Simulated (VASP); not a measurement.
A run of VASP 6.6.1 is set up as follows.

Contents of INCAR:

```
SYSTEM = MoC4
ALGO     = Normal         ! electronic algorithm
EDIFF    = 1E-6           ! SCF threshold, eV
ENCUT    = 520            ! plane-wave cutoff, eV
GGA      = PE             ! functional
ISIF     = 2              ! what is computed and relaxed
ISMEAR   = 0              ! smearing method
LASPH    = .True.         ! aspherical terms in the spheres
LCHARG   = .False.        ! write CHGCAR
LREAL    = .False.        ! projectors in reciprocal space
LWAVE    = .False.        ! write WAVECAR
NBANDS   = 23             ! bands
NELM     = 100            ! most SCF steps
PREC     = Accurate       ! precision mode
SIGMA    = 0.1            ! smearing width, eV
```

The input KPOINTS:

```
k-points
0
Gamma
  10 10 10
  0 0 0
```

File POSCAR:

```
MoC4
1.0
    4.0679798360      0.0000000000      0.0000000000
    0.0000000000      4.0679798360      0.0000000000
    0.0000000000      0.0000000000      4.0679798360
Mo C
1 4
Direct
    0.0000000000      0.0000000000      0.0000000000
    0.5000000000      0.0000000000      0.0000000000
    0.0000000000      0.5000000000      0.0000000000
    0.0000000000      0.0000000000      0.5000000000
    0.5000000000      0.5000000000      0.5000000000
```

Potentials or basis: VASP PAW PBE potentials, release 64 (Mo_sv, C).

The run is started by

```sh
$ cat potpaw_PBE.64/Mo_sv/POTCAR potpaw_PBE.64/C/POTCAR > POTCAR
$ mpirun -np 1 vasp_std > vasp.out
```

Predict the pressure.

0.0 GPa.

Estimate the band gap on the k mesh.

zero (band 15 reaches 4.70 eV, above the bottom of band 16 at 3.43 eV).
